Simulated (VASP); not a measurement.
# Ru (P6_3/mmc) in VASP: a series of runs

The runs below take Ru through single point, with PBEsol.

All numbers are computed with VASP 6.6.1; they aren't measurements. Logs are shortened: lines on timing, memory, paths and dates and some standing lists are left out, and cuts for length are marked.

**1. The cell of the first run**

Symmetry: P6_3/mmc, No. 194, hexagonal system. The conventional cell has a = 2.743 Å, b = 2.743 Å, c = 4.201 Å, α = 90.00°, β = 90.00°, γ = 120.00°. Within 3.5 Å of Ru (site symmetry -6m2) lie 12 Ru at 2.63 to 2.74 Å.

**2. Single point, PBEsol (biaxial strain in the a-b plane: +2.0 %)**

INCAR reads:

```
PREC     = Accurate       # precision mode
ENCUT    = 520            # plane-wave cutoff, eV
EDIFF    = 1E-6           # SCF threshold, eV
ISMEAR   = 0              # smearing method
SIGMA    = 0.1            # smearing width, eV
LREAL    = False          # projectors in reciprocal space
LASPH    = True           # aspherical terms in the spheres
NELM     = 100            # most SCF steps
ALGO     = Fast           # electronic algorithm
ISIF     = 2              # what is computed and relaxed
LWAVE    = False          # write WAVECAR
LCHARG   = True           # write CHGCAR
GGA      = PS             # functional
LELF     = True           # ELF
LVHAR    = True         
NBANDS   = 21             # bands
```

KPOINTS reads:

```
regular mesh
0
Gamma
  24 24 12
```

POSCAR reads:

```
Ru
1.0
    2.7432708255      0.0000000000      0.0000000000
   -1.3716354127      2.3757422243      0.0000000000
    0.0000000000      0.0000000000      4.2009197320
Ru
2
Direct
    0.3333333333      0.6666666667      0.2500000000
    0.6666666667      0.3333333333      0.7500000000
```

Potentials or basis: VASP PAW PBE potentials, release 64 (Ru_pv).

Started as:

```bash
$ cat potpaw_PBE.64/Ru_pv/POTCAR > POTCAR
$ mpirun -np 1 vasp_std > vasp.out
```

OUTCAR:

```text
PREC = Accurate
   ENCUT = 520
   EDIFF = 1E-6
   ISMEAR = 0
   LREAL = False
   LASPH = True
   NELM = 100
   ISIF = 2
   GGA = PS

 ion  position               nearest neighbor table
   1  0.333  0.667  0.250-   2 2.63   2 2.63   2 2.63   2 2.63   2 2.63   2 2.63
   2  0.667  0.333  0.750-   1 2.63   1 2.63   1 2.63   1 2.63   1 2.63   1 2.63

  LATTYP: Found a hexagonal cell.
 ALAT       =     2.7432708255
 C/A-ratio  =     1.5313543573

  Lattice vectors:

 A1 = (   2.7432708255,   0.0000000000,   0.0000000000)
 A2 = (  -1.3716354127,   2.3757422243,   0.0000000000)
 A3 = (   0.0000000000,   0.0000000000,   4.2009197320)

Analysis of symmetry for initial positions (statically):
=====================================================================
 Subroutine PRICEL returns:
 Original cell was already a primitive cell.

 Routine SETGRP: Setting up the symmetry group for a
 hexagonal supercell.

 Subroutine GETGRP returns: Found 24 space group operations
 (whereof 12 operations were pure point group operations)
 out of a pool of 24 trial point group operations.

The static configuration has the point symmetry D_3d.
 The point group associated with its full space group is D_6h.

Analysis of symmetry for dynamics (positions and initial velocities):
=====================================================================
 Subroutine PRICEL returns:
 Original cell was already a primitive cell.

 Routine SETGRP: Setting up the symmetry group for a
 hexagonal supercell.

 Subroutine GETGRP returns: Found 24 space group operations
 (whereof 12 operations were pure point group operations)
 out of a pool of 24 trial point group operations.

The dynamic configuration has the point symmetry D_3d.
 The point group associated with its full space group is D_6h.

 Subroutine INISYM returns: Found 24 space group operations
 (whereof 12 operations are pure point group operations),
 and found     1 'primitive' translations

----------------------------------------------------------------------------------------

                                     Primitive cell

  volume of cell :      27.3787

  direct lattice vectors                    reciprocal lattice vectors
     2.743270825  0.000000000  0.000000000     0.364528355  0.210460544  0.000000000
    -1.371635413  2.375742224  0.000000000     0.000000000  0.420921087  0.000000000
     0.000000000  0.000000000  4.200919732     0.000000000  0.000000000  0.238043111

  length of vectors
     2.743270825  2.743270825  4.200919732     0.420921087  0.420921087  0.238043111

  position of ions in fractional coordinates (direct lattice)
     0.333333333  0.666666667  0.250000000
     0.666666667  0.333333333  0.750000000

  ion indices of the primitive-cell ions
   primitive index   ion index
                 1           1
                 2           2

----------------------------------------------------------------------------------------

 KPOINTS: regular mesh

Automatic generation of k-mesh.
 Grid dimensions read from file:
 generate k-points for:   24   24   12

 Generating k-lattice:

  Cartesian coordinates                     Fractional coordinates (reciprocal lattice)
     0.015188681  0.008769189  0.000000000     0.041666667 -0.000000000  0.000000000
     0.000000000  0.017538379  0.000000000     0.000000000  0.041666667  0.000000000
     0.000000000  0.000000000  0.019836926     0.000000000  0.000000000  0.083333333

  Length of vectors
     0.017538379  0.017538379  0.019836926

  Shift w.r.t. Gamma in fractional coordinates (k-lattice)
     0.000000000  0.000000000  0.000000000

 Subroutine IBZKPT returns following result:
 ===========================================

 Found    427 irreducible k-points:

 Following reciprocal coordinates:
            Coordinates               Weight
  0.000000  0.000000  0.000000      1.000000
  0.041667  0.000000  0.000000      6.000000
  0.083333  0.000000  0.000000      6.000000
  0.125000  0.000000  0.000000      6.000000
  0.166667  0.000000  0.000000      6.000000
  0.208333  0.000000  0.000000      6.000000
[... 16 lines left out ...]
  0.416667  0.041667  0.000000     12.000000
  0.458333  0.041667  0.000000     12.000000
 [... further k-points ...]
   k-points           NKPTS =    427   k-points in BZ     NKDIM =    427   number of bands    NBANDS=     21
   number of dos      NEDOS =    301   number of ions     NIONS =      2
   total plane-waves  NPLWV =  12800
   dimension x,y,z NGX =    20 NGY =   20 NGZ =   32
   dimension x,y,z NGXF=    40 NGYF=   40 NGZF=   64
   ions per type =               2
   NGX,Y,Z   is equivalent  to a cutoff of  12.12, 12.12, 12.66 a.u.
   NGXF,Y,Z  is equivalent  to a cutoff of  24.24, 24.24, 25.33 a.u.
 SYSTEM =  unknown system
   PREC   = accura    normal or accurate (medium, high low for compatibility)
   ISTART =      0    job   : 0-new  1-cont  2-samecut
   ICHARG =      2    charge: 1-file 2-atom 10-const
   ISPIN  =      1    spin polarized calculation?
   LNONCOLLINEAR =      F non collinear calculations
   LSORBIT =      F    spin-orbit coupling
   LASPH  =      T    aspherical Exc in radial PAW
   ENCUT  =  520.0 eV  38.22 Ry    6.18 a.u.   5.10  5.10  7.81*2*pi/ulx,y,z
   NELM   =    100;   NELMIN=  2; NELMDL= -5     # of ELM steps
   EDIFF  = 0.1E-05   stopping-criterion for ELM
   LREAL  =      F    real-space projection
   EDIFFG = 0.1E-04   stopping-criterion for IOM
   NSW    =      0    number of steps for IOM
   IBRION =     -1    ionic relax: 0-MD 1-quasi-New 2-CG
   NFREE  =      0    steps in history (QN), initial steepest desc. (CG)
   ISIF   =      2    stress and relaxation
   ISYM   =      2    0-nonsym 1-usesym 2-fastsym
   POTIM  = 0.5000    time-step for ionic-motion
   TEBEG  =    0.0;   TEEND  =   0.0 temperature during run
   PSTRESS=    0.0 pullay stress
   NELECT =      28.0000    total number of electrons
   NUPDOWN=      -1.0000    fix difference up-down
   EMIN   =  10.00;   EMAX   =-10.00  energy-range for DOS
   EFERMI =   0.00;   METHOD = LEGACY
   ISMEAR =     0;   SIGMA  =   0.10  broadening in eV -4-tet -1-fermi 0-gaus
   EFERMI_NEDOS =   21; number of points for ismear=-14 and -15
   IALGO  =     68    algorithm
   IMIX   =      4    mixing-type and parameters
     AMIX     =   0.40;   BMIX     =  1.00
     AMIX_MAG =   1.60;   BMIX_MAG =  1.00
  volume/ion in A,a.u.               =      13.69        92.38
  Fermi-wavevector in a.u.,A,eV,Ry     =   1.649390  3.116895 37.014482  2.720488
  Thomas-Fermi vector in A             =   2.738518
   LORBIT       =      0    0 simple, 1 ext, 2 COOP (PROOUT), +10 PAW based schemes
   GGA     = PS    functional components
   LHFCALC =     F    Hartree Fock is set to
   AEXX    =    0.0000 exact exchange contribution
   IVDW    =     0    specifies the selected vdW correction
   LEPSILON=     F    determine dielectric tensor
   LRPA    =     F    only Hartree local field effects (RPA)
 non-spin polarized calculation
 RMM-DIIS sequential band-by-band and
 Gauss-broadening in eV      SIGMA  =   0.10
  energy-cutoff  :      520.00
  volume of cell :       27.38
 maximum number of plane-waves:       752
   NGX = 11   NGY = 11   NGZ = 15

 number of electron      27.9999997 magnetization

 Free energy of the ion-electron system (eV)
  ---------------------------------------------------
  ext. energy  EPLUGINS =         0.00000000
  ---------------------------------------------------
  free energy    TOTEN  =       -20.30418584 eV

  energy without entropy =      -20.29590389  energy(sigma->0) =      -20.30004487

 E-fermi :  12.5691     XC(G=0): -14.2274

 val. band max:       12.5643491131   @ k =   0.2917   0.1667   0.2500
 cond. band min:      12.5693526281   @ k =   0.4167   0.0417   0.3333
 fundamental gap:      0.0050035150
 Fermi energy:        12.5690577505

 k-point     1 :       0.0000    0.0000    0.0000
  band No.  band energies     occupation
      1     -31.0713      2.00000
      2     -30.1535      2.00000
      3     -30.1535      2.00000
      4     -29.9561      2.00000
      5     -29.9561      2.00000
      6     -29.8749      2.00000
[... 13 lines left out ...]
     20      22.8344      0.00000
     21      23.2081      0.00000

 k-point     2 :       0.0417    0.0000    0.0000
  band No.  band energies     occupation
      1     -31.0654      2.00000
      2     -30.1646      2.00000
      3     -30.1576      2.00000
      4     -29.9679      2.00000
      5     -29.9574      2.00000
      6     -29.8781      2.00000
[... 13 lines left out ...]
     20      22.8344      0.00000
     21      23.2007      0.00000

 k-point     3 :       0.0833    0.0000    0.0000
  band No.  band energies     occupation
      1     -31.0479      2.00000
      2     -30.1972      2.00000
      3     -30.1694      2.00000
      4     -30.0024      2.00000
      5     -29.9612      2.00000
      6     -29.8877      2.00000
[... 13 lines left out ...]
     20      22.8343      0.00000
     21      23.1766      0.00000

 k-point     4 :       0.1250    0.0000    0.0000
  band No.  band energies     occupation
      1     -31.0194      2.00000
      2     -30.2491      2.00000
      3     -30.1879      2.00000
      4     -30.0567      2.00000
      5     -29.9675      2.00000
      6     -29.9036      2.00000
[... 13 lines left out ...]
     20      22.8342      0.00000
     21      23.1333      0.00000

 k-point     5 :       0.1667    0.0000    0.0000
  band No.  band energies     occupation
      1     -30.9808      2.00000
      2     -30.3168      2.00000
      3     -30.2115      2.00000
      4     -30.1263      2.00000
      5     -29.9763      2.00000
      6     -29.9259      2.00000
[... 13 lines left out ...]
     20      22.8342      0.00000
     21      23.0719      0.00000
[... 382 lines left out ...]
     20      22.8178      0.00000
     21      23.3778      0.00000

 k-point    22 :       0.3750    0.0417    0.0000
  band No.  band energies     occupation
      1     -30.7393      2.00000
      2     -30.6651      2.00000
      3     -30.5369      2.00000
      4     -30.3527      2.00000
      5     -30.1377      2.00000
      6     -30.0458      2.00000
[... 13 lines left out ...]
     20      23.6208      0.00000
     21      25.7700      0.00000

 k-point    23 :       0.4167    0.0417    0.0000
  band No.  band energies     occupation
      1     -30.7820      2.00000
      2     -30.6170      2.00000
      3     -30.5741      2.00000
      4     -30.3673      2.00000
      5     -30.1754      2.00000
      6     -30.0527      2.00000
[... 13 lines left out ...]
     20      24.3307      0.00000
     21      25.2012      0.00000

 k-point    24 :       0.4583    0.0417    0.0000
  band No.  band energies     occupation
      1     -30.8040      2.00000
      2     -30.5933      2.00000
      3     -30.5884      2.00000
      4     -30.3748      2.00000
      5     -30.1987      2.00000
      6     -30.0564      2.00000
[... 13 lines left out ...]
     20      24.7544      0.00000
     21      24.8960      0.00000

 [... further k-points ...]

------------------------ aborting loop because EDIFF is reached ----------------------------------------

  FORCE on cell =-STRESS in cart. coord.  units (eV):
  Direction    XX          YY          ZZ          XY          YZ          ZX
  --------------------------------------------------------------------------------------
  -------------------------------------------------------------------------------------
  Total       -2.1150116     -2.1150116      0.0067504     -0.0000000      0.0000000     -0.0000000
  in kB     -123.7687363   -123.7687363      0.3950295     -0.0000000      0.0000000     -0.0000000
  external PRESSURE =     -82.3808144 kB  Pullay stress =       0.0000000 kB

 VOLUME and BASIS-vectors are now :
 -----------------------------------------------------------------------------
  energy-cutoff  :      520.00
  volume of cell :       27.38
      direct lattice vectors                 reciprocal lattice vectors
     2.743270825  0.000000000  0.000000000     0.364528355  0.210460544  0.000000000
    -1.371635413  2.375742224  0.000000000     0.000000000  0.420921087  0.000000000
     0.000000000  0.000000000  4.200919732     0.000000000  0.000000000  0.238043111

 POSITION                                       TOTAL-FORCE (eV/Angst)
 -----------------------------------------------------------------------------------
     -0.00000      1.58383      1.05023        -0.000000      0.000000      0.000000
      1.37164      0.79191      3.15069         0.000000      0.000000      0.000000
 -----------------------------------------------------------------------------------
    total drift:                               -0.000000      0.000000     -0.000000

  FREE ENERGIE OF THE ION-ELECTRON SYSTEM (eV)
  ---------------------------------------------------
  free  energy   TOTEN  =       -20.3041858401 eV

  energy  without entropy=      -20.2959038907  energy(sigma->0) =      -20.30004487
```

Run time: 5.5 min. Hardware: 1 thread of Intel Xeon 8259CL, shared host; peak memory 0.29 GiB.

Results:

```
Free energy            : -20.3042 eV
Pressure               : -8.2 GPa
Band gap on the k mesh : zero (bands 14 and 15 overlap by 3.16 eV)
```

Levels at points of the mesh, in eV from the Fermi level:
```tsv
k point	band 11	band 12	band 13	band 14	band 15	band 16	band 17	band 18
(0.00, 0.00, 0.00)	-2.11	-1.88	-1.88	-1.64	-1.64	1.16	1.16	1.59
(0.50, 0.00, 0.00)	-1.95	-1.89	-1.36	1.19	1.68	2.03	3.90	5.90
(0.00, 0.00, 0.50)	-2.88	-2.88	-2.56	-2.56	0.56	0.56	0.56	0.56
(0.50, 0.00, 0.50)	-1.19	-1.19	0.38	0.38	1.50	1.50	3.28	3.28
```

Caveat: the cell differs from its parent crystal (biaxial strain in the a-b plane: +2.0 %); the stress differs along the axes, from -12 to 0 GPa; the PAW data sets were made with another functional, which shifts forces and pressure a little.

(Part 1 of 2 ends here.)
